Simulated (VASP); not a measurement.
Here is a VASP 6.6.1 calculation.

INCAR

```
SYSTEM = Si2C3
ALGO = Normal ; EDIFF = 1E-6
ENCUT = 520 ; GGA = PE
ISIF = 2 ; ISMEAR = 0
LASPH = .True. ; LCHARG = .False.
LREAL = .False. ; LWAVE = .False.
NBANDS = 18 ; NELM = 100
PREC = Accurate ; SIGMA = 0.1
```

KPOINTS

```
k-points
0
Gamma
  6 6 2
  0 0 0
```

File POSCAR:

```
Si2C3
1.0
    2.8111642632      0.0000000000      0.0000000000
   -1.4055821316      2.4345396661      0.0000000000
    0.0000000000      0.0000000000      8.9267038246
Si C
2 3
Direct
    0.0000000000      0.0000000000      0.8456381856
    0.0000000000      0.0000000000      0.1543618144
    0.0000000000      0.0000000000      0.3570065945
    0.0000000000      0.0000000000      0.5000000000
    0.0000000000      0.0000000000      0.6429934055
```

Potentials or basis: VASP PAW PBE potentials, release 64 (Si, C).

Launch:

```sh
$ cat potpaw_PBE.64/Si/POTCAR potpaw_PBE.64/C/POTCAR > POTCAR
$ mpirun -np 1 vasp_std > vasp.out
```

(1) Estimate the pressure.

(2) What does it give for the band gap on the k mesh?

(3) Predict the largest force.

## Answers

(1) 0.0 GPa.

(2) zero (bands 10 and 11 overlap by 5.12 eV).

(3) 0.042 eV/Å.

Caveat: the k points lie up to 0.43 Å⁻¹ apart, too coarse for converged energies and pressures of a metal.
